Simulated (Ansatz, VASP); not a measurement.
**Cl: VASP beside Ansatz**

File INCAR:

```
SYSTEM = Cl
  PREC = Accurate
  ENCUT = 520
  EDIFF = 1E-6
  ISMEAR = -1
  SIGMA = 0.1
  LREAL = .FALSE.
  LASPH = .TRUE.
  NELM = 100
  ALGO = Normal
  ISIF = 2
  LWAVE = .FALSE.
  LCHARG = .FALSE.
  GGA = PE
  NBANDS = 10
```

KPOINTS

```
regular mesh
0
G
  15 15 15
  0 0 0
```

File POSCAR:

```
Cl
1.0
    2.4834155033      0.0000000000      0.0000000000
    0.0000000000      2.4834155033      0.0000000000
    0.0000000000      0.0000000000      2.4834155033
Cl
1
Direct
    0.0000000000      0.0000000000      0.0000000000
```

Input for Ansatz:

```yaml
crystal:
  lattice:
    - [2.4834155033, 0.0, 0.0]
    - [0.0, 2.4834155033, 0.0]
    - [0.0, 0.0, 2.4834155033]
  atoms:
    - { symbol: Cl, position: [0.0, 0.0, 0.0] }
kpoints:
  mp_grid: { grid: [15, 15, 15] }
scf:
  occupations: { method: fermi_dirac, width: 0.1 }
hamiltonian:
  xc: pbe
  pseudopotentials: { kind: all_electron, lapw: { basis_error: 0.001 } }
output:
  forces: true
  stress: true
  eigenvalues: true
  populations: true
```

Change from the starting cell: volume scaled by 0.65, LAPW.

Alike in both runs: task single point; functional PBE; k mesh 15 × 15 × 15; occupations fermi-dirac, width 0.1 eV; no spin polarisation.

```csv
,VASP,Ansatz
version,VASP 6.6.1,Ansatz 0.2.0
potentials or method,"VASP PAW PBE potentials, release 64 (Cl), cutoff 520 eV","all-electron LAPW, scalar-relativistic"
```

VASP gave:

| Item | Value |
| --- | --- |
| pressure (GPa) | 41.9 |

**Question.** Which values does Ansatz return?

**Answer.** Pressure (GPa): 42.2.

Both programs put the cell under a high pressure, so it lies far from rest at this level. Ansatz ran all-electron here, and VASP with PAW potentials.
